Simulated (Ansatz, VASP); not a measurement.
**Rb: VASP beside Ansatz**

```
CELL_PARAMETERS angstrom
7.98999 0.00000 0.00000
-3.99499 6.91953 0.00000
0.00000 0.00000 4.92317
ATOMIC_POSITIONS crystal
Rb 0.33350 0.00000 0.33333
Rb 0.00000 0.33350 0.66667
Rb 0.66650 0.66650 0.00000
```

Alike in both runs: functional PBE; k mesh 9 × 9 × 10; occupations gaussian, width 0.1 eV; no spin polarisation.

Ansatz relaxed the structure, and its values are those at the end. VASP's run is a single point on that final structure, the one shown.

```csv
,VASP,Ansatz
version,VASP 6.6.1,Ansatz 0.2.0
potentials or method,"VASP PAW PBE potentials, release 64 (Rb_sv), cutoff 520 eV","scalar-relativistic, plane waves, PAW"
valence electrons in the cell,27,27
```

|  | VASP | Ansatz | Ansatz less VASP |
| --- | --- | --- | --- |
| gap on the k mesh at the Fermi level (eV) | none | none | - |
| pressure (GPa) | 0.0 | 0.0 | 0.00 |

A gap of «none» marks a metal or a gap that the smearing closes. The functional is the same, so the differences come from potentials, cutoffs and numerics.
